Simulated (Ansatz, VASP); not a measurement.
## NaY4Tl3 in VASP and in Ansatz

```xyz
8
Lattice="-3.8134 3.8134 3.8134 3.8134 -3.8134 3.8134 3.8134 3.8134 -3.8134" Properties=species:S:1:pos:R:3 pbc="T T T"
Na    0.0000    0.0000    0.0000
Y    -1.9067    1.9067    1.9067
Y     1.9067    1.9067    1.9067
Y     1.9067    1.9067   -1.9067
Y     1.9067   -1.9067    1.9067
Tl    0.0000    3.8134    0.0000
Tl    0.0000    0.0000    3.8134
Tl    3.8134    0.0000    0.0000
```

Alike in both runs: functional PBE; k mesh 8 × 8 × 8; occupations gaussian, width 0.1 eV; no spin polarisation.

Ansatz relaxed the structure, and its values are those at the end. VASP's run is a single point on that final structure, the one shown.

|  | VASP | Ansatz |
| --- | --- | --- |
| version | VASP 6.6.1 | Ansatz 0.2.0 |
| potentials or method | VASP PAW PBE potentials, release 64 (Na_pv, Y_sv, Tl_d), cutoff 520 eV | scalar-relativistic, plane waves, PAW |
| valence electrons in the cell | 90 | 92 |

|  | VASP | Ansatz | Ansatz less VASP |
| --- | --- | --- | --- |
| gap on the k mesh at the Fermi level (eV) | none | none | - |
| pressure (GPa) | 0.0 | 0.0 | +0.05 |

A gap of «none» marks a metal or a gap that the smearing closes. With one functional, cell and mesh, what is left measures potentials, basis and numerics. VASP's potentials hold 90 valence electrons a cell and Ansatz's 92, so a difference there can come from the potentials and not from the codes.

Neither program's run includes spin-orbit coupling.
